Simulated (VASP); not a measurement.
Here is a VASP 6.6.1 calculation.

File INCAR:

```
PREC = Accurate
ENCUT = 520
EDIFF = 1E-7
ISMEAR = 1
SIGMA = 0.3
LREAL = F
LASPH = T
NELM = 80
ALGO = Fast
ISIF = 2
LWAVE = F
LCHARG = F
GGA = PS
NBANDS = 14
```

The input KPOINTS:

```
Automatic mesh
0
Gamma
  16 16 14
```

File POSCAR:

```
AlNi
1.0
    1.9386940000     -1.9531901500      0.0000000000
    1.9386940000      1.9531901500      0.0000000000
    0.0000000000      0.0000000000      3.0994300413
Al Ni
1 1
Direct
    0.0000000000      0.0000000000      0.0000000000
    0.5000000000      0.5000000000      0.5000000000
```

Potentials or basis: VASP PAW PBE potentials, release 64 (Al, Ni).

Command:

```bash
$ cat potpaw_PBE.64/Al/POTCAR potpaw_PBE.64/Ni/POTCAR > POTCAR
$ mpirun -np 1 vasp_std > vasp.out
```

Predict the pressure.

0.5 GPa.

Predict the band gap on the k mesh.

zero (an odd number of electrons rules out a gap without spin polarisation).

Stress tensor (GPa, compression positive):
```
 3.61  0.00  0.00
 0.00  2.05  0.00
 0.00  0.00 -4.02
```

Caveat: the stress differs along the axes, from -4 to 4 GPa; so wide a smearing shifts energies and pressures; the PAW data sets were made with another functional, which shifts forces and pressure a little. Spin polarisation is off, so any magnetic state and its effect on volume and gap are missing.
